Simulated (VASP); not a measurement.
# Au: single point with PBEsol

Au:

```
Au
1.0
     0.10633    2.10002    2.10002
     2.10002    0.10633    2.10002
     2.10002    2.10002    0.10633
Au
1
Direct
  0.00000 0.00000 0.00000
```

This cell differs from its parent crystal: ratio of the length along [111] to the lengths across it x 1.08, volume and fractional coordinates fixed.

| Property | Result |
| --- | --- |
| Program | VASP 6.6.1 |
| Task | single point |
| Functional | PBEsol |
| Potentials or basis | VASP PAW PBE potentials, release 64 (Au) |
| Cutoff | 520 eV |
| k mesh | 22 × 22 × 22 |
| Occupations | gaussian, width 0.15 eV |
| Spin | no spin polarisation |
| Dipole correction | no |
| Further INCAR settings | ALGO = Fast; EDIFF = 1e-07; NBANDS = 12 |

* Pressure: -0.3 GPa

Stress tensor (GPa, compression positive):
```
-0.25 -1.89 -1.89
-1.89 -0.25 -1.89
-1.89 -1.89 -0.25
```

Levels at points of the mesh, in eV from the Fermi level:
```
           k point  band 2  band 3  band 4  band 5  band 6  band 7  band 8  band 9  band 10  band 11
(0.00, 0.00, 0.00)   -5.14   -4.56   -4.56   -3.09   -3.09   14.17   17.09   19.34    19.34    23.11
(0.50, 0.00, 0.00)   -5.15   -4.33   -2.23   -1.70   -0.83    3.39   13.60   16.26    17.25    23.89
(0.50, 0.50, 0.00)   -6.73   -2.12   -1.70   -1.56    0.96    5.74    9.06   10.86    16.90    19.93
(0.50, 0.50, 0.50)   -4.70   -4.70   -2.08   -2.08   -1.54    2.02   14.50   18.27    18.27    25.69
```

Wall time 7.9 min on 1 thread of AMD EPYC 7571, with other jobs on the host, peak memory 0.28 GiB.

Caveat: the PAW data sets were made with another functional, which shifts forces and pressure a little; spin-orbit coupling is left out, which moves the levels of the heavy elements.
